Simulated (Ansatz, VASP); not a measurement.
One calculation of SiMoP3, two programs

```
Si Mo P
1.0
     3.45556    0.00000    0.00000
    -1.72778    2.99261    0.00000
     0.00000    0.00000    9.28767
Si Mo P
1 1 3
Direct
  0.33333 0.66667 0.56617
  0.00000 0.00000 0.16571
  0.00000 0.00000 0.67763
  0.33333 0.66667 0.32169
  0.33333 0.66667 0.01880
```

Alike in both runs: task relaxation of cell and atoms; functional PBE; k mesh 12 × 12 × 4; occupations gaussian, width 0.1 eV; no spin polarisation.

|  | VASP | Ansatz |
| --- | --- | --- |
| version | VASP 6.6.1 | Ansatz 0.2.0 |
| potentials or method | VASP PAW PBE potentials, release 64 (Si, Mo_sv, P), cutoff 600 eV | scalar-relativistic, plane waves, PAW |
| valence electrons in the cell | 33 | 33 |

```tsv
	VASP	Ansatz	Ansatz less VASP
gap on the k mesh at the Fermi level, each at its own relaxed structure (eV)	none	none	-
relaxed volume (Å³/atom)	19.17	19.16	-0.002
relaxed length of the cell vector where the two differ most in proportion (Å)	9.289	9.287	-0.0017
```

A gap of «none» marks a metal or a gap that the smearing closes.
